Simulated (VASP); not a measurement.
# Li2O (Fm-3m) in VASP: further runs, part 2 of 2

VASP 6.6.1. Earlier steps stand in the parts before.

### 3 Single point, PBEsol

File INCAR:

```
SYSTEM = Li2O
PREC = Accurate ; ENCUT = 750
EDIFF = 1E-6 ; ISMEAR = 0
SIGMA = 0.01 ; LREAL = .False.
LASPH = .True. ; NELM = 120
ALGO = Normal ; ISIF = 2
LWAVE = .False. ; LCHARG = .False.
GGA = PS ; NBANDS = 13
GGA_COMPAT = .False.
```

File KPOINTS:

```
regular mesh
0
Gamma
  8 8 8
  0 0 0
```

File POSCAR:

```
Li2O
1.0
    2.2346825888      2.2346825888      0.0000000000
   -2.2346825888      2.2346825888      0.0000000000
    0.0000000000      2.2346825888      2.2346825888
Li O
2 1
Direct
    0.2500000000      0.7500000000      0.5000000000
    0.7500000000      0.2500000000      0.5000000000
    0.0000000000      0.0000000000      0.0000000000
```

Potentials or basis: VASP PAW PBE potentials, release 64 (Li_sv, O).

The run is started by

```bash
$ cat potpaw_PBE.64/Li_sv/POTCAR potpaw_PBE.64/O/POTCAR > POTCAR
$ mpirun -np 1 vasp_std > vasp.out
```

OUTCAR:

```text
SYSTEM = Li2O
   PREC = Accurate
   ENCUT = 750
   EDIFF = 1E-6
   ISMEAR = 0
   LREAL = .False.
   LASPH = .True.
   NELM = 120
   ISIF = 2
   GGA = PS

 ion  position               nearest neighbor table
   1  0.250  0.750  0.500-   3 1.94   3 1.94   3 1.94   3 1.94   2 2.23   2 2.23   2 2.23   2 2.23
                             2 2.23   2 2.23
   2  0.750  0.250  0.500-   3 1.94   3 1.94   3 1.94   3 1.94   1 2.23   1 2.23   1 2.23   1 2.23
                             1 2.23   1 2.23
   3  0.000  0.000  0.000-   2 1.94   1 1.94   1 1.94   2 1.94   1 1.94   2 1.94   2 1.94   1 1.94

  LATTYP: Found a face centered cubic cell.
 ALAT       =     4.4693651776

  Lattice vectors:

 A1 = (   0.0000000000,   2.2346825888,   2.2346825888)
 A2 = (   2.2346825888,   0.0000000000,   2.2346825888)
 A3 = (   2.2346825888,   2.2346825888,   0.0000000000)

Analysis of symmetry for initial positions (statically):
=====================================================================
 Subroutine PRICEL returns:
 Original cell was already a primitive cell.

 Routine SETGRP: Setting up the symmetry group for a
 face centered cubic supercell.

 Subroutine GETGRP returns: Found 48 space group operations
 (whereof 48 operations were pure point group operations)
 out of a pool of 48 trial point group operations.

The static configuration has the point symmetry O_h .

Analysis of symmetry for dynamics (positions and initial velocities):
=====================================================================
 Subroutine PRICEL returns:
 Original cell was already a primitive cell.

 Routine SETGRP: Setting up the symmetry group for a
 face centered cubic supercell.

 Subroutine GETGRP returns: Found 48 space group operations
 (whereof 48 operations were pure point group operations)
 out of a pool of 48 trial point group operations.

The dynamic configuration has the point symmetry O_h .

 Subroutine INISYM returns: Found 48 space group operations
 (whereof 48 operations are pure point group operations),
 and found     1 'primitive' translations

----------------------------------------------------------------------------------------

                                     Primitive cell

  volume of cell :      22.3191

  direct lattice vectors                    reciprocal lattice vectors
     2.234682589  2.234682589  0.000000000     0.223745423  0.223745423 -0.223745423
    -2.234682589  2.234682589  0.000000000    -0.223745423  0.223745423 -0.223745423
     0.000000000  2.234682589  2.234682589     0.000000000  0.000000000  0.447490845

  length of vectors
     3.160318425  3.160318425  3.160318425     0.387538440  0.387538440  0.447490845

  position of ions in fractional coordinates (direct lattice)
     0.250000000  0.750000000  0.500000000
     0.750000000  0.250000000  0.500000000
     0.000000000  0.000000000  0.000000000

  ion indices of the primitive-cell ions
   primitive index   ion index
                 1           1
                 2           2
                 3           3

----------------------------------------------------------------------------------------

 KPOINTS: regular mesh

Automatic generation of k-mesh.
 Grid dimensions read from file:
 generate k-points for:    8    8    8

 Generating k-lattice:

[... 45 lines left out ...]
   total plane-waves  NPLWV =  21952
   dimension x,y,z NGX =    28 NGY =   28 NGZ =   28
   dimension x,y,z NGXF=    56 NGYF=   56 NGZF=   56
   ions per type =               2   1
   NGX,Y,Z   is equivalent  to a cutoff of  14.73, 14.73, 14.73 a.u.
   NGXF,Y,Z  is equivalent  to a cutoff of  29.46, 29.46, 29.46 a.u.
 SYSTEM =  Li2O
   PREC   = accura    normal or accurate (medium, high low for compatibility)
   ISTART =      0    job   : 0-new  1-cont  2-samecut
   ICHARG =      2    charge: 1-file 2-atom 10-const
   ISPIN  =      1    spin polarized calculation?
   LNONCOLLINEAR =      F non collinear calculations
   LSORBIT =      F    spin-orbit coupling
   LASPH  =      T    aspherical Exc in radial PAW
   ENCUT  =  750.0 eV  55.12 Ry    7.42 a.u.   7.06  7.06  7.06*2*pi/ulx,y,z
   NELM   =    120;   NELMIN=  2; NELMDL= -5     # of ELM steps
   EDIFF  = 0.1E-05   stopping-criterion for ELM
   LREAL  =      F    real-space projection
   EDIFFG = 0.1E-04   stopping-criterion for IOM
   NSW    =      0    number of steps for IOM
   IBRION =     -1    ionic relax: 0-MD 1-quasi-New 2-CG
   NFREE  =      0    steps in history (QN), initial steepest desc. (CG)
   ISIF   =      2    stress and relaxation
   ISYM   =      2    0-nonsym 1-usesym 2-fastsym
   POTIM  = 0.5000    time-step for ionic-motion
   TEBEG  =    0.0;   TEEND  =   0.0 temperature during run
   PSTRESS=    0.0 pullay stress
   NELECT =      12.0000    total number of electrons
   NUPDOWN=      -1.0000    fix difference up-down
   EMIN   =  10.00;   EMAX   =-10.00  energy-range for DOS
   EFERMI =   0.00;   METHOD = LEGACY
   ISMEAR =     0;   SIGMA  =   0.01  broadening in eV -4-tet -1-fermi 0-gaus
   EFERMI_NEDOS =   21; number of points for ismear=-14 and -15
   IALGO  =     38    algorithm
   IMIX   =      4    mixing-type and parameters
     AMIX     =   0.40;   BMIX     =  1.00
     AMIX_MAG =   1.60;   BMIX_MAG =  1.00
  volume/ion in A,a.u.               =       7.44        50.21
  Fermi-wavevector in a.u.,A,eV,Ry     =   1.331198  2.515600 24.110731  1.772089
  Thomas-Fermi vector in A             =   2.460227
   LORBIT       =      0    0 simple, 1 ext, 2 COOP (PROOUT), +10 PAW based schemes
   GGA     = PS    functional components
   LHFCALC =     F    Hartree Fock is set to
   AEXX    =    0.0000 exact exchange contribution
   IVDW    =     0    specifies the selected vdW correction
   LEPSILON=     F    determine dielectric tensor
   LRPA    =     F    only Hartree local field effects (RPA)
 non-spin polarized calculation
 Gauss-broadening in eV      SIGMA  =   0.01
  energy-cutoff  :      750.00
  volume of cell :       22.32
 maximum number of plane-waves:      1056
   NGX = 15   NGY = 15   NGZ = 15

 number of electron      12.0000002 magnetization

 Free energy of the ion-electron system (eV)
  ---------------------------------------------------
  ext. energy  EPLUGINS =         0.00000000
  ---------------------------------------------------
  free energy    TOTEN  =       -14.71576948 eV

  energy without entropy =      -14.71576948  energy(sigma->0) =      -14.71576948

 E-fermi :   1.8455     XC(G=0): -10.3544

 val. band max:        1.7713110864   @ k =   0.0000   0.0000   0.0000
 cond. band min:       6.7714856671   @ k =   0.5000   0.5000   0.0000
 fundamental gap:      5.0001745807
 Fermi energy:         1.8455379743

 k-point     1 :       0.0000    0.0000    0.0000
  band No.  band energies     occupation
      1     -40.3376      2.00000
      2     -39.8595      2.00000
      3     -13.7428      2.00000
      4       1.7713      2.00000
      5       1.7713      2.00000
      6       1.7713      2.00000
      7       7.6872      0.00000
      8      14.1229      0.00000
      9      14.1229      0.00000
     10      14.1229      0.00000
     11      21.6437      0.00000
     12      21.6437      0.00000
     13      21.6437      0.00000
[... 354 lines left out ...]
  band No.  band energies     occupation
      1     -40.0730      2.00000
      2     -40.0720      2.00000
      3     -13.4835      2.00000
      4      -0.9619      2.00000
      5       0.6624      2.00000
      6       0.8520      2.00000
      7      10.0334      0.00000
      8      12.8155      0.00000
      9      15.5132      0.00000
     10      16.0206      0.00000
     11      20.3149      0.00000
     12      20.6049      0.00000
     13      26.1475      0.00000

 [... further k-points ...]

------------------------ aborting loop because EDIFF is reached ----------------------------------------

  FORCE on cell =-STRESS in cart. coord.  units (eV):
  Direction    XX          YY          ZZ          XY          YZ          ZX
  --------------------------------------------------------------------------------------
  -------------------------------------------------------------------------------------
  Total        1.0156723      1.0156723      1.0156723     -0.0000000     -0.0000000      0.0000000
  in kB       72.9099238     72.9099238     72.9099238     -0.0000000     -0.0000000      0.0000000
  external PRESSURE =      72.9099238 kB  Pullay stress =       0.0000000 kB

 VOLUME and BASIS-vectors are now :
 -----------------------------------------------------------------------------
  energy-cutoff  :      750.00
  volume of cell :       22.32
      direct lattice vectors                 reciprocal lattice vectors
     2.234682589  2.234682589  0.000000000     0.223745423  0.223745423 -0.223745423
    -2.234682589  2.234682589  0.000000000    -0.223745423  0.223745423 -0.223745423
     0.000000000  2.234682589  2.234682589     0.000000000  0.000000000  0.447490845

 POSITION                                       TOTAL-FORCE (eV/Angst)
 -----------------------------------------------------------------------------------
     -1.11734      3.35202      1.11734        -0.000000     -0.000000      0.000000
      1.11734      3.35202      1.11734         0.000000      0.000000     -0.000000
      0.00000      0.00000      0.00000        -0.000000      0.000000      0.000000
 -----------------------------------------------------------------------------------
    total drift:                                0.000000      0.000000     -0.000000

  FREE ENERGIE OF THE ION-ELECTRON SYSTEM (eV)
  ---------------------------------------------------
  free  energy   TOTEN  =       -14.7157694805 eV

  energy  without entropy=      -14.7157694805  energy(sigma->0) =      -14.71576948
```

Wall time 11 s (1 thread of AMD EPYC 7R43 (Zen 3), shared host); peak memory 0.12 GiB.

What came out:

* Free energy: -14.7158 eV
* Pressure: 7.3 GPa
* Band gap on the k mesh: 5.00 eV (least direct gap 5.92 eV)

Caveat: the cell stands under pressure; the PAW data sets were made with another functional, which shifts forces and pressure a little. A k mesh can miss the band edges.

### 4 Single point, PBEsol

This run uses another cell than the first one, of 7.25 Å³/atom.

File INCAR:

```
PREC     = Accurate       # precision mode
ENCUT    = 750            # plane-wave cutoff, eV
EDIFF    = 1E-6           # SCF threshold, eV
ISMEAR   = 0              # smearing method
SIGMA    = 0.01           # smearing width, eV
LREAL    = False          # projectors in reciprocal space
LASPH    = True           # aspherical terms in the spheres
NELM     = 120            # most SCF steps
ALGO     = Normal         # electronic algorithm
ISIF     = 2              # what is computed and relaxed
LWAVE    = False          # write WAVECAR
LCHARG   = True           # write CHGCAR
GGA      = PS             # functional
LELF     = True           # ELF
LVHAR    = True         
NBANDS   = 13             # bands
GGA_COMPAT= False
```

File KPOINTS:

```
regular mesh
0
Gamma
  8 8 8
```

File POSCAR:

```
Li2O
1.0
    2.2152094078      2.2152094078      0.0000000000
   -2.2152094078      2.2152094078      0.0000000000
    0.0000000000      2.2152094078      2.2152094078
Li O
2 1
Direct
    0.2500000000      0.7500000000      0.5000000000
    0.7500000000      0.2500000000      0.5000000000
    0.0000000000      0.0000000000      0.0000000000
```

The run is started by

```bash
$ cat potpaw_PBE.64/Li_sv/POTCAR potpaw_PBE.64/O/POTCAR > POTCAR
$ mpirun -np 1 vasp_std > vasp.out
```

Run time: 12 s. Hardware: 1 thread of AMD EPYC 7R43 (Zen 3), shared host; peak memory 0.12 GiB.

It converged, with:

- Free energy: -14.6822 eV
- Pressure: 10.4 GPa
- Band gap on the k mesh: 5.04 eV (least direct gap 6.13 eV)

Levels at points of the mesh, in eV from the valence-band top:
| k point | band 3 | band 4 | band 5 | band 6 | band 7 | band 8 | band 9 | band 10 |
| --- | --- | --- | --- | --- | --- | --- | --- | --- |
| (0.00, 0.00, 0.00) | -15.56 | 0.00 | 0.00 | 0.00 | 6.13 | 12.50 | 12.50 | 12.50 |
| (0.50, 0.00, 0.00) | -15.33 | -3.13 | -0.53 | -0.53 | 9.92 | 11.02 | 12.60 | 12.60 |
| (0.50, 0.50, 0.00) | -15.29 | -1.71 | -1.63 | -1.63 | 5.04 | 14.61 | 14.61 | 16.34 |

Caveat: the cell stands under pressure; the PAW data sets were made with another functional, which shifts forces and pressure a little.

### 5 Single point, PBEsol

This run uses another cell than the first one, of 8.01 Å³/atom.

File INCAR:

```
SYSTEM = Li2O
  ALGO = Normal
  EDIFF = 1E-6
  ENCUT = 750
  GGA = PS
  GGA_COMPAT = .FALSE.
  ISIF = 2
  ISMEAR = 0
  LASPH = .TRUE.
  LCHARG = .FALSE.
  LREAL = .FALSE.
  LWAVE = .FALSE.
  NBANDS = 13
  NELM = 120
  PREC = Accurate
  SIGMA = 0.01
```

File KPOINTS:

```
k-points
0
G
  8 8 8
  0 0 0
```

File POSCAR:

```
Li2O
1.0
    2.2899337542      2.2899337542      0.0000000000
   -2.2899337542      2.2899337542      0.0000000000
    0.0000000000      2.2899337542      2.2899337542
Li O
2 1
Direct
    0.2500000000      0.7500000000      0.5000000000
    0.7500000000      0.2500000000      0.5000000000
    0.0000000000      0.0000000000      0.0000000000
```

The run is started by

```bash
$ cat potpaw_PBE.64/Li_sv/POTCAR potpaw_PBE.64/O/POTCAR > POTCAR
$ mpirun -np 1 vasp_std > vasp.out
```

Wall time 12 s (1 thread of AMD EPYC 7R43 (Zen 3), shared host); peak memory 0.13 GiB.

The run converged. Its results:

```yaml
Free_energy: -14.7568 eV
Pressure: 0.1 GPa
Band_gap_on_the_k_mesh: 4.87 eV (least direct gap 5.35 eV)
```

Levels at points of the mesh, in eV from the valence-band top:
| k point | band 2 | band 3 | band 4 | band 5 | band 6 | band 7 | band 8 | band 9 | band 10 | band 11 |
| --- | --- | --- | --- | --- | --- | --- | --- | --- | --- | --- |
| (0.00, 0.00, 0.00) | -41.84 | -15.40 | 0.00 | 0.00 | 0.00 | 5.35 | 11.95 | 11.95 | 11.95 | 19.10 |
| (0.50, 0.00, 0.00) | -42.01 | -15.17 | -2.87 | -0.46 | -0.46 | 9.25 | 9.98 | 12.06 | 12.06 | 17.99 |
| (0.50, 0.50, 0.00) | -41.95 | -15.12 | -1.64 | -1.45 | -1.45 | 4.87 | 13.65 | 13.65 | 14.96 | 15.96 |

Caveat: the PAW data sets were made with another functional, which shifts forces and pressure a little. A k mesh can miss the band edges.

### 6 Single point, PBEsol

This run uses another cell than the first one, of 8.01 Å³/atom.

File INCAR:

```
  ALGO = Normal
  EDIFF = 1E-6
  ENCUT = 750
  GGA = PS
  GGA_COMPAT = F
  ISIF = 2
  ISMEAR = 0
  LASPH = T
  LCHARG = F
  LREAL = F
  LWAVE = F
  NBANDS = 13
  NELM = 120
  PREC = Accurate
  SIGMA = 0.01
```

File KPOINTS:

```
k-points
0
Gamma
  8 8 8
```

POSCAR is that of step 5.

Potentials or basis: VASP PAW PBE potentials, release 64 (Li_sv, O).

The run is started by

```bash
$ cat potpaw_PBE.64/Li_sv/POTCAR potpaw_PBE.64/O/POTCAR > POTCAR
$ mpirun -np 1 vasp_std > vasp.out
```

It took 12 s on 1 thread of AMD EPYC 7R43 (Zen 3), shared host; peak memory 0.13 GiB.

Results (log left out):

```yaml
Free_energy: -14.7568 eV
Pressure: 0.1 GPa
Band_gap_on_the_k_mesh: 4.87 eV (least direct gap 5.35 eV)
```

Levels at points of the mesh, in eV from the valence-band top:
| k point | band 4 | band 5 | band 6 | band 7 | band 8 | band 9 |
| --- | --- | --- | --- | --- | --- | --- |
| (0.00, 0.00, 0.00) | 0.00 | 0.00 | 0.00 | 5.35 | 11.95 | 11.95 |
| (0.50, 0.00, 0.00) | -2.87 | -0.46 | -0.46 | 9.25 | 9.98 | 12.06 |
| (0.50, 0.50, 0.00) | -1.64 | -1.45 | -1.45 | 4.87 | 13.65 | 13.65 |

Caveat: the PAW data sets were made with another functional, which shifts forces and pressure a little.

### 7 The runs side by side

| cell | gap on the mesh (eV) | pressure (GPa) |
| --- | --- | --- |
| a = 3.160 Å, angles 60.0, 60.0, 90.0°, 3 atoms | 5.00 | 7.3 |
| a = 3.133 Å, angles 60.0, 60.0, 90.0°, 3 atoms | 5.04 | 10.4 |
| a = 3.238 Å, angles 60.0, 60.0, 90.0°, 3 atoms | 4.87 | 0.1 |

Alike in all rows: task single point; level PBEsol; potentials or basis VASP PAW PBE potentials, release 64 (Li_sv, O); no spin polarisation; k mesh 8 × 8 × 8; cutoff (eV) 750; smearing gaussian 0.01 eV.

Caveats: the PAW data sets were made with another functional, which shifts forces and pressure a little; the cell stands under pressure (at least some runs).

Absolute energies hang on the potentials; compare differences alone.
